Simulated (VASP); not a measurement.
# SrCl2 (Fm-3m) in VASP: notebook

SrCl2 is run at these levels: PBE-based screened hybrid with 25 % exact exchange, PBE-based screened hybrid with 35 % exact exchange; tasks: single point.

All numbers are computed with VASP 6.6.1; they aren't measurements. Logs are shortened: lines on timing, memory, paths and dates and some standing lists are left out, and cuts for length are marked.

## Step 1: The cell of the first run

It takes space group Fm-3m (No. 225, cubic). Conventional cell: a = 6.977 Å, b = 6.977 Å, c = 6.977 Å, α = 90.00°, β = 90.00°, γ = 90.00°. Within 4.0 Å of Sr (site symmetry m-3m) lie 8 Cl at 3.02 Å. Cl (site symmetry -43m) has 4 Sr at 3.02 Å and 6 Cl at 3.49 Å within 4.0 Å.

## Step 2: Single point, PBE-based screened hybrid with 25 % exact exchange

The input, POSCAR:

```
SrCl2
1.0
    0.0000000000      3.4883500000      3.4883500000
    3.4883500000      0.0000000000      3.4883500000
    3.4883500000      3.4883500000      0.0000000000
Sr Cl
1 2
Direct
    0.0000000000      0.0000000000      0.0000000000
    0.7500000000      0.7500000000      0.7500000000
    0.2500000000      0.2500000000      0.2500000000
```

The input, INCAR.step1:

```
SYSTEM = SrCl2
ALGO = Normal ; EDIFF = 1E-5
ENCUT = 520 ; GGA = PE
ISIF = 2 ; ISMEAR = -1
LASPH = .True. ; LCHARG = .False.
LREAL = .False. ; LWAVE = .True.
NBANDS = 19 ; NELM = 100
PREC = Accurate ; SIGMA = 0.05
```

The input, INCAR.step2:

```
SYSTEM = SrCl2
AEXX = 0.25 ; ALGO = Normal
EDIFF = 1E-6 ; ENCUT = 520
GGA = PE ; HFSCREEN = 0.2078699
ISIF = 2 ; ISMEAR = -1
ISTART = 1 ; LASPH = .True.
LCHARG = .False. ; LHFCALC = .True.
LREAL = .False. ; LWAVE = .False.
NBANDS = 19 ; NELM = 100
PREC = Accurate ; PRECFOCK = Normal
SIGMA = 0.05
```

The input, KPOINTS:

```
k-points
0
Gamma
  4 4 4
  0 0 0
```

Potentials or basis: VASP PAW PBE potentials, release 64 (Sr_sv, Cl).

Started as:

```sh
> cat potpaw_PBE.64/Sr_sv/POTCAR potpaw_PBE.64/Cl/POTCAR > POTCAR
> cp INCAR.step1 INCAR
> mpirun -np 1 vasp_std > vasp.out
> cp INCAR.step2 INCAR
> mpirun -np 1 vasp_std > vasp.out
```

OUTCAR:

```text
SYSTEM = SrCl2
   AEXX = 0.25
   EDIFF = 1E-6
   ENCUT = 520
   GGA = PE
   HFSCREEN = 0.2078699
   ISIF = 2
   ISMEAR = -1
   ISTART = 1
   LASPH = .True.
   LHFCALC = .True.
   LREAL = .False.
   NELM = 100
   PREC = Accurate
   PRECFOCK = Normal

 ion  position               nearest neighbor table
   1  0.000  0.000  0.000-   2 3.02   2 3.02   2 3.02   2 3.02   3 3.02   3 3.02   3 3.02   3 3.02

   2  0.750  0.750  0.750-   1 3.02   1 3.02   1 3.02   1 3.02
   3  0.250  0.250  0.250-   1 3.02   1 3.02   1 3.02   1 3.02

  LATTYP: Found a face centered cubic cell.
 ALAT       =     6.9767000000

  Lattice vectors:

 A1 = (   0.0000000000,   3.4883500000,   3.4883500000)
 A2 = (   3.4883500000,   0.0000000000,   3.4883500000)
 A3 = (   3.4883500000,   3.4883500000,   0.0000000000)

Analysis of symmetry for initial positions (statically):
=====================================================================
 Subroutine PRICEL returns:
 Original cell was already a primitive cell.

 Routine SETGRP: Setting up the symmetry group for a
 face centered cubic supercell.

 Subroutine GETGRP returns: Found 48 space group operations
 (whereof 48 operations were pure point group operations)
 out of a pool of 48 trial point group operations.

The static configuration has the point symmetry O_h .

Analysis of symmetry for dynamics (positions and initial velocities):
=====================================================================
 Subroutine PRICEL returns:
 Original cell was already a primitive cell.

 Routine SETGRP: Setting up the symmetry group for a
 face centered cubic supercell.

 Subroutine GETGRP returns: Found 48 space group operations
 (whereof 48 operations were pure point group operations)
 out of a pool of 48 trial point group operations.

The dynamic configuration has the point symmetry O_h .

 Subroutine INISYM returns: Found 48 space group operations
 (whereof 48 operations are pure point group operations),
 and found     1 'primitive' translations

----------------------------------------------------------------------------------------

                                     Primitive cell

  volume of cell :      84.8966

  direct lattice vectors                    reciprocal lattice vectors
     0.000000000  3.488350000  3.488350000    -0.143334241  0.143334241  0.143334241
     3.488350000  0.000000000  3.488350000     0.143334241 -0.143334241  0.143334241
     3.488350000  3.488350000  0.000000000     0.143334241  0.143334241 -0.143334241

  length of vectors
     4.933271880  4.933271880  4.933271880     0.248262188  0.248262188  0.248262188

  position of ions in fractional coordinates (direct lattice)
     0.000000000  0.000000000  0.000000000
     0.750000000  0.750000000  0.750000000
     0.250000000  0.250000000  0.250000000

  ion indices of the primitive-cell ions
   primitive index   ion index
                 1           1
                 2           2
                 3           3

----------------------------------------------------------------------------------------

 KPOINTS: k-points

Automatic generation of k-mesh.
 Grid dimensions read from file:
 generate k-points for:    4    4    4

 Generating k-lattice:

  Cartesian coordinates                     Fractional coordinates (reciprocal lattice)
    -0.035833560  0.035833560  0.035833560     0.250000000  0.000000000  0.000000000
     0.035833560 -0.035833560  0.035833560     0.000000000  0.250000000  0.000000000
     0.035833560  0.035833560 -0.035833560     0.000000000  0.000000000  0.250000000

  Length of vectors
     0.062065547  0.062065547  0.062065547

  Shift w.r.t. Gamma in fractional coordinates (k-lattice)
     0.000000000  0.000000000  0.000000000

 Subroutine IBZKPT returns following result:
 ===========================================

 Found      8 irreducible k-points:

 Following reciprocal coordinates:
            Coordinates               Weight
  0.000000  0.000000  0.000000      1.000000
  0.250000  0.000000  0.000000      8.000000
  0.500000  0.000000  0.000000      4.000000
  0.250000  0.250000  0.000000      6.000000
  0.500000  0.250000  0.000000     24.000000
 -0.250000  0.250000  0.000000     12.000000
  0.500000  0.500000  0.000000      3.000000
 -0.250000  0.500000  0.250000      6.000000
   k-points           NKPTS =      8   k-points in BZ     NKDIM =     64   number of bands    NBANDS=     19
   number of dos      NEDOS =    301   number of ions     NIONS =      3
   total plane-waves  NPLWV =  64000
   dimension x,y,z NGX =    40 NGY =   40 NGZ =   40
   dimension x,y,z NGXF=    80 NGYF=   80 NGZF=   80
   ions per type =               1   2
   NGX,Y,Z   is equivalent  to a cutoff of  13.48, 13.48, 13.48 a.u.
   NGXF,Y,Z  is equivalent  to a cutoff of  26.96, 26.96, 26.96 a.u.
 SYSTEM =  SrCl2
   PREC   = accura    normal or accurate (medium, high low for compatibility)
   ISTART =      1    job   : 0-new  1-cont  2-samecut
   ICHARG =      0    charge: 1-file 2-atom 10-const
   ISPIN  =      1    spin polarized calculation?
   LNONCOLLINEAR =      F non collinear calculations
   LSORBIT =      F    spin-orbit coupling
   LASPH  =      T    aspherical Exc in radial PAW
   ENCUT  =  520.0 eV  38.22 Ry    6.18 a.u.   9.17  9.17  9.17*2*pi/ulx,y,z
   NELM   =    100;   NELMIN=  2; NELMDL=  0     # of ELM steps
   EDIFF  = 0.1E-05   stopping-criterion for ELM
   LREAL  =      F    real-space projection
   EDIFFG = 0.1E-04   stopping-criterion for IOM
   NSW    =      0    number of steps for IOM
   IBRION =     -1    ionic relax: 0-MD 1-quasi-New 2-CG
   NFREE  =      0    steps in history (QN), initial steepest desc. (CG)
   ISIF   =      2    stress and relaxation
   ISYM   =      3    0-nonsym 1-usesym 2-fastsym
   POTIM  = 0.5000    time-step for ionic-motion
   TEBEG  =    0.0;   TEEND  =   0.0 temperature during run
   PSTRESS=    0.0 pullay stress
   NELECT =      24.0000    total number of electrons
   NUPDOWN=      -1.0000    fix difference up-down
   EMIN   =  10.00;   EMAX   =-10.00  energy-range for DOS
   EFERMI =   0.00;   METHOD = LEGACY
   ISMEAR =    -1;   SIGMA  =   0.05  broadening in eV -4-tet -1-fermi 0-gaus
   EFERMI_NEDOS =   21; number of points for ismear=-14 and -15
   IALGO  =     38    algorithm
   IMIX   =      1    mixing-type and parameters
     AMIX     =   0.40;   BMIX     =  1.00
     AMIX_MAG =   1.60;   BMIX_MAG =  1.00
  volume/ion in A,a.u.               =      28.30       190.97
  Fermi-wavevector in a.u.,A,eV,Ry     =   1.074439  2.030396 15.706833  1.154420
  Thomas-Fermi vector in A             =   2.210267
   LORBIT       =      0    0 simple, 1 ext, 2 COOP (PROOUT), +10 PAW based schemes
   GGA     = PE    functional components
   LHFCALC =     T    Hartree Fock is set to
   PRECFOCK=normal    Normal, Fast or Accurate (Low or Medium for compatibility)
   ENCUT4O =  -1.0   cutoff for four orbital integrals eV
   NKREDX  =     1    reduce k-point grid by
   NKREDY  =     1    reduce k-point grid by
   NKREDZ  =     1    reduce k-point grid by
   AEXX    =    0.2500 exact exchange contribution
   HFSCREEN=    0.2079 screening length (either q_TF or 0.3 A-1)
   HFSCREENC=   0.2079 screening length for correlation (either q_TF or 0.3 A-1)
   ENCUTFOCK=  -1.0 apply spherical cutoff to Coloumb kernel
   IVDW    =     0    specifies the selected vdW correction
   LEPSILON=     F    determine dielectric tensor
   LRPA    =     F    only Hartree local field effects (RPA)
 non-spin polarized calculation
  energy-cutoff  :      520.00
  volume of cell :       84.90
 maximum number of plane-waves:      2302
 NGX is ok and might be reduce to    40
  NGX = 28; NGY = 28; NGZ = 28

 number of electron      24.0000003 magnetization

 Free energy of the ion-electron system (eV)
  ---------------------------------------------------
  ext. energy  EPLUGINS =         0.00000000
  ---------------------------------------------------
  free energy    TOTEN  =       -14.81121911 eV

  energy without entropy =      -14.81121911  energy(sigma->0) =      -14.81121911

 E-fermi :   0.4202     XC(G=0):  -6.9053

 val. band max:       -0.7710541771   @ k =   0.5000   0.5000   0.0000
 cond. band min:       5.8449738477   @ k =   0.0000   0.0000   0.0000
 fundamental gap:      6.6160280247
 Fermi energy:         0.4202172086

 k-point     1 :       0.0000    0.0000    0.0000
  band No.  band energies     occupation
      1     -35.7263      2.00000
      2     -16.4450      2.00000
      3     -16.4450      2.00000
      4     -16.4450      2.00000
      5     -15.3247      2.00000
      6     -14.4006      2.00000
[... 11 lines left out ...]
     18       9.6039      0.00000
     19      10.2573      0.00000

 k-point     2 :       0.2500    0.0000    0.0000
  band No.  band energies     occupation
      1     -35.7244      2.00000
      2     -16.6861      2.00000
      3     -16.4537      2.00000
      4     -16.4537      2.00000
      5     -14.9760      2.00000
      6     -14.4945      2.00000
[... 11 lines left out ...]
     18       9.4273      0.00000
     19      10.4061      0.00000

 k-point     3 :       0.5000    0.0000    0.0000
  band No.  band energies     occupation
      1     -35.7226      2.00000
      2     -16.8422      2.00000
      3     -16.4623      2.00000
      4     -16.4623      2.00000
      5     -14.8917      2.00000
      6     -14.3947      2.00000
[... 11 lines left out ...]
     18       9.4823      0.00000
     19       9.5023      0.00000

 k-point     4 :       0.2500    0.2500    0.0000
  band No.  band energies     occupation
      1     -35.7238      2.00000
      2     -16.7411      2.00000
      3     -16.4655      2.00000
      4     -16.4655      2.00000
      5     -14.8155      2.00000
      6     -14.5712      2.00000
[... 11 lines left out ...]
     18       9.3283      0.00000
     19       9.7848      0.00000

 k-point     5 :       0.5000    0.2500    0.0000
  band No.  band energies     occupation
      1     -35.7219      2.00000
      2     -16.8175      2.00000
      3     -16.5746      2.00000
      4     -16.4741      2.00000
      5     -14.6784      2.00000
      6     -14.4936      2.00000
[... 11 lines left out ...]
     18       9.6598      0.00000
     19      10.4238      0.00000

 k-point     6 :      -0.2500    0.2500    0.0000
  band No.  band energies     occupation
      1     -35.7225      2.00000
      2     -16.7462      2.00000
      3     -16.6014      2.00000
      4     -16.4623      2.00000
      5     -14.6849      2.00000
      6     -14.5535      2.00000
[... 11 lines left out ...]
     18       9.3972      0.00000
     19      10.6487      0.00000

 k-point     7 :       0.5000    0.5000    0.0000
  band No.  band energies     occupation
      1     -35.7213      2.00000
      2     -16.9297      2.00000
      3     -16.4858      2.00000
      4     -16.4858      2.00000
      5     -14.7303      2.00000
      6     -14.3925      2.00000
[... 11 lines left out ...]
     18       9.2734      0.00000
     19      10.7290      0.00000

 k-point     8 :      -0.2500    0.5000    0.2500
  band No.  band energies     occupation
      1     -35.7213      2.00000
      2     -16.7284      2.00000
      3     -16.7284      2.00000
      4     -16.4862      2.00000
      5     -14.5408      2.00000
      6     -14.5408      2.00000
[... 11 lines left out ...]
     18      10.2945      0.00000
     19      11.3590      0.00000

------------------------ aborting loop because EDIFF is reached ----------------------------------------

  FORCE on cell =-STRESS in cart. coord.  units (eV):
  Direction    XX          YY          ZZ          XY          YZ          ZX
  --------------------------------------------------------------------------------------
  -------------------------------------------------------------------------------------
  Total        0.2944275      0.2944275      0.2944275     -0.0000000      0.0000000      0.0000000
  in kB        5.5564684      5.5564684      5.5564684     -0.0000000      0.0000000      0.0000000
  external PRESSURE =       5.5564684 kB  Pullay stress =       0.0000000 kB

 VOLUME and BASIS-vectors are now :
 -----------------------------------------------------------------------------
  energy-cutoff  :      520.00
  volume of cell :       84.90
      direct lattice vectors                 reciprocal lattice vectors
     0.000000000  3.488350000  3.488350000    -0.143334241  0.143334241  0.143334241
     3.488350000  0.000000000  3.488350000     0.143334241 -0.143334241  0.143334241
     3.488350000  3.488350000  0.000000000     0.143334241  0.143334241 -0.143334241

 POSITION                                       TOTAL-FORCE (eV/Angst)
 -----------------------------------------------------------------------------------
      0.00000      0.00000      0.00000        -0.000000     -0.000000     -0.000000
      5.23252      5.23252      5.23252        -0.000000     -0.000000     -0.000000
      1.74418      1.74418      1.74418         0.000000      0.000000      0.000000
 -----------------------------------------------------------------------------------
    total drift:                                0.000001      0.000000      0.000000

  FREE ENERGIE OF THE ION-ELECTRON SYSTEM (eV)
  ---------------------------------------------------
  free  energy   TOTEN  =       -14.8112191063 eV

  energy  without entropy=      -14.8112191063  energy(sigma->0) =      -14.81121911
```

Run time: 11 min. Hardware: 1 thread of Intel Xeon Platinum 8559C (Emerald Rapids), shared host; peak memory 0.34 GiB.

Results:

* Free energy: -14.8112 eV
* Pressure: 0.6 GPa
* Band gap on the k mesh: 6.62 eV (least direct gap 6.81 eV)

Caveat: the PAW data sets were made with another functional, which shifts forces and pressure a little. A k mesh can miss the band edges.

(Continued in part 2 of 2.)
